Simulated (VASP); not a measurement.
Crystal: CuO.

```
Cu O
1.0
     2.37267   -1.73382    0.00000
     2.37267    1.73382    0.00000
    -0.86121    0.00000    5.12443
Cu O
2 2
Direct
  0.50000 0.00000 0.50000
  0.00000 0.50000 0.00000
  0.41840 0.58160 0.75000
  0.58160 0.41840 0.25000
```

Base run:

- Program: VASP 6.6.1
- Functional: revPBE
- Dispersion: D3(BJ)
- Potentials or basis: VASP PAW PBE potentials, release 64 (Cu, O)
- Cutoff: 520 eV
- k mesh: 10 × 10 × 5
- Occupations: fermi-dirac, width 0.05 eV
- Spin: no spin polarisation

Its results: band gap on the k mesh zero (bands 17 and 18 overlap by 0.60 eV); pressure -4.7 GPa; largest force 0.290 eV/Å.

Q: The run is repeated on the same cell with these changes: functional from revPBE to BLYP; further incar settings from ALGO = Normal; EDIFF = 1e-06; NBANDS = 25 to ALGO = Normal; EDIFF = 1e-07; NBANDS = 25. What comes out?

A: Band gap on the k mesh zero (bands 17 and 18 overlap by 0.59 eV); pressure -3.0 GPa; largest force 0.301 eV/Å.

Caveats: the PAW data sets were made with another functional, which shifts forces and pressure a little; semilocal functionals often make such compounds metallic where correlation or magnetic order opens a gap, which also shifts bond lengths; the cell stands under tension (at least some runs).
